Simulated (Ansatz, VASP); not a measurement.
## Ni3N2 in VASP and in Ansatz

The input INCAR:

```
ALGO     = Normal         # electronic algorithm
EDIFF    = 1E-7           # SCF threshold, eV
ENCUT    = 520            # plane-wave cutoff, eV
GGA      = PE             # functional
ISIF     = 2              # what is computed and relaxed
ISMEAR   = 0              # smearing method
ISPIN    = 2              # spin polarisation
LASPH    = True           # aspherical terms in the spheres
LCHARG   = False          # write CHGCAR
LMAXMIX  = 4              # l up to which the mixer works
LORBIT   = 11             # projections on sites
LREAL    = False          # projectors in reciprocal space
LWAVE    = False          # write WAVECAR
MAGMOM   = 2 2 2 0 0      # initial moments
NBANDS   = 32             # bands
NELM     = 150            # most SCF steps
PREC     = Accurate       # precision mode
SIGMA    = 0.1            # smearing width, eV
```

Contents of KPOINTS:

```
k-points
0
Gamma
  6 6 4
```

The input POSCAR:

```
Ni3N2
1.0
    3.7799354000      0.0000000000      0.0000000000
   -1.8899677000      3.2735200800      0.0000000000
    0.0000000000      0.0000000000      4.1429417600
Ni N
3 2
Direct
    0.3333333300      0.6666666700      0.5000000000
    0.6666666700      0.3333333300      0.5000000000
    0.0000000000      0.0000000000      0.0000000000
    0.0000000000      0.0000000000      0.3498869300
    0.0000000000      0.0000000000      0.6501130700
```

Input for Ansatz:

```yaml
crystal:
  lattice:
    - [3.7799354, 0.0, 0.0]
    - [-1.8899677, 3.27352008, 0.0]
    - [0.0, 0.0, 4.14294176]
  atoms:
    - { symbol: Ni, position: [0.33333333, 0.66666667, 0.5], spin: 2.0 }
    - { symbol: Ni, position: [0.66666667, 0.33333333, 0.5], spin: 2.0 }
    - { symbol: Ni, position: [0.0, 0.0, 0.0], spin: 2.0 }
    - { symbol: "N", position: [0.0, 0.0, 0.34988693] }
    - { symbol: "N", position: [0.0, 0.0, 0.65011307] }
basis:
  ecutwfc: 420
kpoints:
  mp_grid: { grid: [6, 6, 4] }
hamiltonian:
  xc: pbe
scf:
  occupations: { method: gaussian, width: 0.1 }
  lower_state_search: "off"
output:
  forces: true
  stress: true
  eigenvalues: true
  populations: true
magnetization:
  spin_polarized: true
```

Alike in both runs: task single point; functional PBE; k mesh 6 × 6 × 4; occupations gaussian, width 0.1 eV; collinear spin.

```csv
,VASP,Ansatz
version,VASP 6.6.1,Ansatz 0.2.0
potentials or method,"VASP PAW PBE potentials, release 64 (Ni, N), cutoff 520 eV","scalar-relativistic, plane waves, PAW"
valence electrons in the cell,40,64
```

```csv
,VASP,Ansatz,Ansatz less VASP
gap on the k mesh at the Fermi level (eV),none,none,-
rms of the force components (eV/Å),4.615,4.551,-0.0642
net moment per atom (μB),0.10,0.10,+0.001
size of the moment on the site where the two differ most (μB),0.25,0.26,+0.013
```

Site moments also hang on the region over which each program counts them. Atom by atom the forces differ by 0.064 eV/Å (rms over components). A gap of «none» marks a metal or a gap that the smearing closes. VASP's potentials hold 40 valence electrons a cell and Ansatz's 64, so a difference there can come from the potentials and not from the codes. Ansatz's warnings: seeded moment not kept.

The k mesh is coarse, so the values compare programs but aren't converged. Noted on VASP's run: the standard files for N, O and F lose accuracy on very short bonds.
